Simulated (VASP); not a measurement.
# ZrCu (Cmmm) in VASP: notebook, part 2 of 2

VASP 6.6.1.

## Step 3: Single point, LDA

The input, INCAR:

```
SYSTEM = ZrCu
PREC = Accurate
ENCUT = 520
EDIFF = 1E-6
ISMEAR = -1
SIGMA = 0.05
LREAL = .FALSE.
LASPH = .TRUE.
NELM = 60
ALGO = Normal
ISIF = 2
LWAVE = .FALSE.
LCHARG = .FALSE.
GGA = CA
NBANDS = 18
```

The input, KPOINTS:

```
Automatic mesh
0
G
  11 11 11
  0 0 0
```

The input, POSCAR:

```
ZrCu
1.0
    3.2526640000      0.0813166000      0.0000000000
    0.0813166000      3.2526640000      0.0000000000
    0.0000000000      0.0000000000      3.2526640000
Zr Cu
1 1
Direct
    0.5000000000      0.5000000000      0.5000000000
    0.0000000000      0.0000000000      0.0000000000
```

Potentials or basis: VASP PAW LDA potentials, release 64 (Zr_sv, Cu).

On the command line:

```bash
cat potpaw_LDA.64/Zr_sv/POTCAR potpaw_LDA.64/Cu/POTCAR > POTCAR
mpirun -np 1 vasp_std > vasp.out
```

OUTCAR:

```text
SYSTEM = ZrCu
   PREC = Accurate
   ENCUT = 520
   EDIFF = 1E-6
   ISMEAR = -1
   LREAL = .FALSE.
   LASPH = .TRUE.
   NELM = 60
   ISIF = 2
   GGA = CA

 ion  position               nearest neighbor table
   1  0.500  0.500  0.500-   2 2.77   2 2.77   2 2.77   2 2.77   2 2.86   2 2.86   2 2.86   2 2.86

   2  0.000  0.000  0.000-   1 2.77   1 2.77   1 2.77   1 2.77   1 2.86   1 2.86   1 2.86   1 2.86

  LATTYP: Found a base centered orthorhombic cell.
 ALAT       =     4.4849625041
 B/A-ratio  =     1.0512820513
 C/A-ratio  =     0.7252377243

  Lattice vectors:

 A1 = (  -0.0813166000,  -3.2526640000,   0.0000000000)
 A2 = (   3.2526640000,   0.0813166000,   0.0000000000)
 A3 = (   0.0000000000,   0.0000000000,   3.2526640000)

Analysis of symmetry for initial positions (statically):
=====================================================================
 Subroutine PRICEL returns:
 Original cell was already a primitive cell.

 Routine SETGRP: Setting up the symmetry group for a
 base centered orthorhombic supercell.

 Subroutine GETGRP returns: Found  8 space group operations
 (whereof  8 operations were pure point group operations)
 out of a pool of  8 trial point group operations.

The static configuration has the point symmetry D_2h.

Analysis of symmetry for dynamics (positions and initial velocities):
=====================================================================
 Subroutine PRICEL returns:
 Original cell was already a primitive cell.

 Routine SETGRP: Setting up the symmetry group for a
 base centered orthorhombic supercell.

 Subroutine GETGRP returns: Found  8 space group operations
 (whereof  8 operations were pure point group operations)
 out of a pool of  8 trial point group operations.

[... 106 lines left out ...]
   ISIF   =      2    stress and relaxation
   ISYM   =      2    0-nonsym 1-usesym 2-fastsym
   POTIM  = 0.5000    time-step for ionic-motion
   TEBEG  =    0.0;   TEEND  =   0.0 temperature during run
   PSTRESS=    0.0 pullay stress
   NELECT =      23.0000    total number of electrons
   NUPDOWN=      -1.0000    fix difference up-down
   EMIN   =  10.00;   EMAX   =-10.00  energy-range for DOS
   EFERMI =   0.00;   METHOD = LEGACY
   ISMEAR =    -1;   SIGMA  =   0.05  broadening in eV -4-tet -1-fermi 0-gaus
   EFERMI_NEDOS =   21; number of points for ismear=-14 and -15
   IALGO  =     38    algorithm
   IMIX   =      4    mixing-type and parameters
     AMIX     =   0.40;   BMIX     =  1.00
     AMIX_MAG =   1.60;   BMIX_MAG =  1.00
  volume/ion in A,a.u.               =      17.20       116.04
  Fermi-wavevector in a.u.,A,eV,Ry     =   1.431645  2.705417 27.886611  2.049608
  Thomas-Fermi vector in A             =   2.551359
   LORBIT       =      0    0 simple, 1 ext, 2 COOP (PROOUT), +10 PAW based schemes
   GGA     = CA    functional components
   LHFCALC =     F    Hartree Fock is set to
   AEXX    =    0.0000 exact exchange contribution
   IVDW    =     0    specifies the selected vdW correction
   LEPSILON=     F    determine dielectric tensor
   LRPA    =     F    only Hartree local field effects (RPA)
 non-spin polarized calculation
  energy-cutoff  :      520.00
  volume of cell :       34.39
 maximum number of plane-waves:       945
   NGX = 13   NGY = 13   NGZ = 13

 number of electron      22.9999980 magnetization

 Free energy of the ion-electron system (eV)
  ---------------------------------------------------
  ext. energy  EPLUGINS =         0.00000000
  ---------------------------------------------------
  free energy    TOTEN  =       -14.18296594 eV

  energy without entropy =      -14.15872836  energy(sigma->0) =      -14.17084715

 E-fermi :   8.5357     XC(G=0): -12.0257

 val. band max:        8.5282815076   @ k =  -0.3636   0.0909   0.1818
 cond. band min:       8.5363889367   @ k =   0.1818   0.1818   0.0909
 fundamental gap:      0.0081074292
 Fermi energy:         8.5357486069

 k-point     1 :       0.0000    0.0000    0.0000
  band No.  band energies     occupation
      1     -39.9969      2.00000
      2     -17.9791      2.00000
      3     -17.9556      2.00000
      4     -17.9290      2.00000
      5       1.3474      2.00000
      6       4.3620      2.00000
[... 481 lines left out ...]
      5       2.5500      2.00000
      6       4.7011      2.00000
[... 10 lines left out ...]
     17      15.6158      0.00000
     18      18.5748      0.00000

 [... further k-points ...]
[... 5 lines left out ...]
  --------------------------------------------------------------------------------------
  -------------------------------------------------------------------------------------
  Total       -1.3531880     -1.3531880     -1.3753738     -0.4274250      0.0000000      0.0000000
  in kB      -63.0409331    -63.0409331    -64.0745024    -19.9124361      0.0000000      0.0000000
  external PRESSURE =     -63.3854562 kB  Pullay stress =       0.0000000 kB

 VOLUME and BASIS-vectors are now :
 -----------------------------------------------------------------------------
  energy-cutoff  :      520.00
  volume of cell :       34.39
      direct lattice vectors                 reciprocal lattice vectors
     3.252664000  0.081316600  0.000000000     0.307632572 -0.007690814  0.000000000
     0.081316600  3.252664000  0.000000000    -0.007690814  0.307632572  0.000000000
     0.000000000  0.000000000  3.252664000     0.000000000  0.000000000  0.307440301

 POSITION                                       TOTAL-FORCE (eV/Angst)
 -----------------------------------------------------------------------------------
      1.66699      1.66699      1.62633        -0.000000      0.000000      0.000000
      0.00000      0.00000      0.00000         0.000000      0.000000      0.000000
 -----------------------------------------------------------------------------------
    total drift:                                0.000000      0.000000     -0.000000

  FREE ENERGIE OF THE ION-ELECTRON SYSTEM (eV)
  ---------------------------------------------------
  free  energy   TOTEN  =       -14.1829659410 eV

  energy  without entropy=      -14.1587283554  energy(sigma->0) =      -14.17084715
```

OSZICAR:

```text
N       E                     dE             d eps       ncg     rms          rms(c)
DAV:   1     0.186364163519E+03    0.18636E+03   -0.11713E+04  8074   0.167E+03
DAV:   2    -0.236942426846E+01   -0.18873E+03   -0.18242E+03  8152   0.371E+02
DAV:   3    -0.155454771801E+02   -0.13176E+02   -0.12868E+02 13156   0.975E+01
DAV:   4    -0.160701263142E+02   -0.52465E+00   -0.51947E+00 10610   0.148E+01
DAV:   5    -0.160945279117E+02   -0.24402E-01   -0.24377E-01 11350   0.283E+00    0.169E+01
DAV:   6    -0.171544644487E+02   -0.10599E+01   -0.39180E+01  8288   0.142E+02    0.104E+01
DAV:   7    -0.142486023156E+02    0.29059E+01   -0.83129E+00  8574   0.548E+01    0.299E+00
DAV:   8    -0.143074568360E+02   -0.58855E-01   -0.12938E+00 12394   0.213E+01    0.311E+00
DAV:   9    -0.141829289432E+02    0.12453E+00   -0.60478E-01 10144   0.172E+01    0.536E-01
DAV:  10    -0.141847632113E+02   -0.18343E-02   -0.27647E-02  8544   0.165E+00    0.401E-01
DAV:  11    -0.141829961846E+02    0.17670E-02   -0.43905E-03 11518   0.139E+00    0.973E-02
DAV:  12    -0.141829687136E+02    0.27471E-04   -0.47270E-04 12234   0.209E-01    0.259E-02
DAV:  13    -0.141829663813E+02    0.23323E-05   -0.26008E-05 11416   0.766E-02    0.114E-02
DAV:  14    -0.141829659410E+02    0.44031E-06   -0.12373E-06  5754   0.217E-02
   1 F= -.14182966E+02 E0= -.14170847E+02  d E =-.242376E-01
```

stdout:

```text
POSCAR found type information on POSCAR ZrCu
 POSCAR found :  2 types and       2 ions
 scaLAPACK will be used
 LDA part: xc-table for (Slater(with rela. corr.)+CA(PZ))
 , standard interpolation
 POSCAR, INCAR and KPOINTS ok, starting setup
 FFT: planning ... GRIDC
 FFT: planning ... GRID_SOFT
 FFT: planning ... GRID
 WAVECAR not read
 entering main loop
```

It took 49 s on 1 thread of AMD EPYC 9R45 (Zen 5), shared host; peak memory 0.21 GiB.

Results:

```
Free energy : -14.1830 eV
Pressure    : -6.3 GPa
```
